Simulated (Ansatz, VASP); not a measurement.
## BaTiO3: VASP beside Ansatz

Contents of INCAR:

```
SYSTEM = BaTiO3
PREC = Accurate
ENCUT = 520
EDIFF = 1E-6
ISMEAR = 0
SIGMA = 0.01
LREAL = .FALSE.
LASPH = .TRUE.
NELM = 80
ALGO = Normal
ISIF = 2
LWAVE = .FALSE.
LCHARG = .FALSE.
GGA = PE
NBANDS = 28
```

File KPOINTS:

```
regular mesh
0
G
  6 6 6
  0 0 0
```

File POSCAR:

```
BaTiO3
1.0
    2.8047399623      1.6193173722      2.3083951312
   -2.8047399623      1.6193173722      2.3083951312
    0.0000000000     -3.2386347445      2.3083951312
Ba Ti O
1 1 3
Direct
   -0.0054008912     -0.0054008912     -0.0054008912
    0.4803547845      0.4803547845      0.4803547845
    0.5112004268      0.5112004268      0.0218452530
    0.0218452530      0.5112004268      0.5112004268
    0.5112004268      0.0218452530      0.5112004268
```

Input for Ansatz:

```yaml
crystal:
  lattice:
    - [2.8047399623, 1.6193173722, 2.3083951312]
    - [-2.8047399623, 1.6193173722, 2.3083951312]
    - [0.0, -3.2386347445, 2.3083951312]
  atoms:
    - { symbol: Ba, position: [-0.0054008912, -0.0054008912, -0.0054008912] }
    - { symbol: Ti, position: [0.4803547845, 0.4803547845, 0.4803547845] }
    - { symbol: O, position: [0.5112004268, 0.5112004268, 0.021845253] }
    - { symbol: O, position: [0.021845253, 0.5112004268, 0.5112004268] }
    - { symbol: O, position: [0.5112004268, 0.021845253, 0.5112004268] }
kpoints:
  mp_grid: { grid: [6, 6, 6] }
hamiltonian:
  xc: pbe
scf:
  occupations: { method: fixed }
  n_extra_bands: 5
output:
  forces: true
  stress: true
  eigenvalues: true
```

Alike in both runs: task single point; functional PBE; k mesh 6 × 6 × 6; no spin polarisation.

```csv
,VASP,Ansatz
version,VASP 6.6.1,Ansatz 0.2.0
potentials or method,"VASP PAW PBE potentials, release 64 (Ba_sv, Ti_sv, O)","plane waves, PAW"
plane-wave cutoff (eV),520,420
occupations,"gaussian, width 0.01 eV",fixed
valence electrons in the cell,40,40
```

```tsv
	VASP	Ansatz	Ansatz less VASP
gap on the k mesh at the Fermi level (eV)	2.76	2.81	+0.050
pressure (GPa)	12.9	10.9	-1.96
traceless stress, the component that is largest in VASP (GPa)	-0.82	-0.75	+0.071
rms of the force components (eV/Å)	0.371	0.335	-0.0356
```

Atom by atom the forces differ by 0.039 eV/Å (rms over components).

Spin-orbit coupling is off throughout.
